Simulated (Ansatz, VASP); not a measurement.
## SrTiO3: VASP beside Ansatz

File INCAR:

```
PREC = Accurate ; ENCUT = 520
EDIFF = 1E-6 ; ISMEAR = 0
SIGMA = 0.05 ; LREAL = False
LASPH = True ; NELM = 100
ALGO = Normal ; ISIF = 2
LWAVE = False ; LCHARG = False
GGA = PE ; NBANDS = 28
```

The input KPOINTS:

```
regular mesh
0
Gamma
  8 8 8
```

Contents of POSCAR:

```
SrTiO3
1.0
    3.9364035669      0.0000000000      0.0000000000
    0.0000000000      3.9364035669      0.0000000000
    0.0000000000      0.0000000000      3.9364035669
Sr Ti O
1 1 3
Direct
    0.0000000000     -0.0538898085     -0.0538898085
    0.5000000000      0.5000000000      0.5000000000
    0.0000000000      0.5000000000      0.5000000000
    0.5000000000      0.0000000000      0.5000000000
    0.5000000000      0.5000000000      0.0000000000
```

Input for Ansatz:

```yaml
crystal:
  lattice:
    - [3.9364035669, 0.0, 0.0]
    - [0.0, 3.9364035669, 0.0]
    - [0.0, 0.0, 3.9364035669]
  atoms:
    - { symbol: Sr, position: [0.0, -0.0538898085, -0.0538898085] }
    - { symbol: Ti, position: [0.5, 0.5, 0.5] }
    - { symbol: O, position: [0.0, 0.5, 0.5] }
    - { symbol: O, position: [0.5, 0.0, 0.5] }
    - { symbol: O, position: [0.5, 0.5, 0.0] }
basis:
  ecutwfc: 420
kpoints:
  mp_grid: { grid: [8, 8, 8] }
hamiltonian:
  xc: pbe
scf:
  occupations: { method: gaussian, width: 0.05 }
output:
  forces: true
  stress: true
  eigenvalues: true
```

Alike in both runs: task single point; functional PBE; k mesh 8 × 8 × 8; occupations gaussian, width 0.05 eV; no spin polarisation.

|  | VASP | Ansatz |
| --- | --- | --- |
| version | VASP 6.6.1 | Ansatz 0.2.0 |
| potentials or method | VASP PAW PBE potentials, release 64 (Sr_sv, Ti_sv, O), cutoff 520 eV | scalar-relativistic, plane waves, PAW |
| valence electrons in the cell | 40 | 40 |

Ansatz gave:

```
gap on the k mesh at the Fermi level (eV)                     : 1.80
least direct gap on the mesh (eV)                             : 2.15
pressure (GPa)                                                : 2.1
traceless stress, the component that is largest in VASP (GPa) : 2.25
rms of the force components (eV/Å)                            : 0.406
```

**Question.** Estimate VASP's values.

**Answer.** gap on the k mesh at the Fermi level (eV): 1.77; least direct gap on the mesh (eV): 2.13; pressure (GPa): 2.7; traceless stress, the component that is largest in VASP (GPa): 2.30; rms of the force components (eV/Å): 0.418.

Atom by atom the forces differ by 0.017 eV/Å (rms over components).
